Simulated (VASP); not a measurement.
Wanted: the native input for a VASP 6.6.1 run.

| Item | Value |
| --- | --- |
| Task | single point |
| Functional | PBE |
| Dispersion | D3(BJ) |
| Potentials or basis | VASP PAW PBE potentials, release 64 (Al) |
| Cutoff | 520 eV |
| k mesh | 20 × 20 × 20 |
| Occupations | gaussian, width 0.15 eV |
| Spin | no spin polarisation |
| Dipole correction | no |
| Further INCAR settings | ALGO = Normal; EDIFF = 1e-06; NBANDS = 8 |

The structure of Al lies in POSCAR:

```
Al
1.0
    0.0000000000      2.0543397000      2.0543397000
    2.0543397000      0.0000000000      2.0543397000
    2.0543397000      2.0543397000      0.0000000000
Al
1
Direct
    0.0000000000      0.0000000000      0.0000000000
```

This cell differs from its parent crystal: strain +0.015 along x and y, +0.015 along z.

One way to write it, as run:

INCAR

```
SYSTEM = Al
PREC     = Accurate       ! precision mode
ENCUT    = 520            ! plane-wave cutoff, eV
EDIFF    = 1E-6           ! SCF threshold, eV
ISMEAR   = 0              ! smearing method
SIGMA    = 0.15           ! smearing width, eV
LREAL    = .FALSE.        ! projectors in reciprocal space
LASPH    = .TRUE.         ! aspherical terms in the spheres
NELM     = 100            ! most SCF steps
ALGO     = Normal         ! electronic algorithm
ISIF     = 2              ! what is computed and relaxed
LWAVE    = .FALSE.        ! write WAVECAR
LCHARG   = .TRUE.         ! write CHGCAR
GGA      = PE             ! functional
IVDW     = 12             ! dispersion correction
LELF     = .TRUE.         ! ELF
LVHAR    = .TRUE.       
NBANDS   = 8              ! bands
```

KPOINTS

```
Automatic mesh
0
G
  20 20 20
  0 0 0
```

Potentials or basis: VASP PAW PBE potentials, release 64 (Al).

The run is started by

```sh
$ cat potpaw_PBE.64/Al/POTCAR > POTCAR
$ mpirun -np 1 vasp_std > vasp.out
```

Results of the run:

```json
{
 "Pressure": "-6.5 GPa",
 "Dispersion energy per atom": "-0.319 eV"
}
```

Caveat: the cell differs from its parent crystal (strain +0.015 along x and y, +0.015 along z); pairwise dispersion overbinds metals, which lowers pressure and volume.

Run time: 12 s on 1 thread of Intel Xeon 6975P-C, on a shared host, peak memory 0.16 GiB.
